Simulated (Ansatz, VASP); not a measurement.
**AlP in VASP and in Ansatz**

```
Al P
1.0
     3.85444    0.00000    0.00000
     1.92722    3.33804    0.00000
     1.92722    1.11268    3.14714
Al P
1 1
Direct
  0.00000 0.00000 0.00000
  0.25000 0.25000 0.25000
```

Alike in both runs: task single point; functional LDA; k mesh 6 × 6 × 6; no spin polarisation.

```csv
,VASP,Ansatz
version,VASP 6.6.1,Ansatz 0.2.0
potentials or method,"VASP PAW LDA potentials, release 64 (Al, P)","plane waves, PAW"
plane-wave cutoff (eV),500,420
occupations,"gaussian, width 0.01 eV",fixed
valence electrons in the cell,8,8
```

|  | VASP | Ansatz | Ansatz less VASP |
| --- | --- | --- | --- |
| gap on the k mesh at the Fermi level (eV) | 1.43 | 1.43 | +0.005 |
| pressure (GPa) | -0.7 | -0.8 | -0.05 |

LDA's correlation is that of Perdew and Zunger in VASP and of Perdew and Wang (1992) in Ansatz.
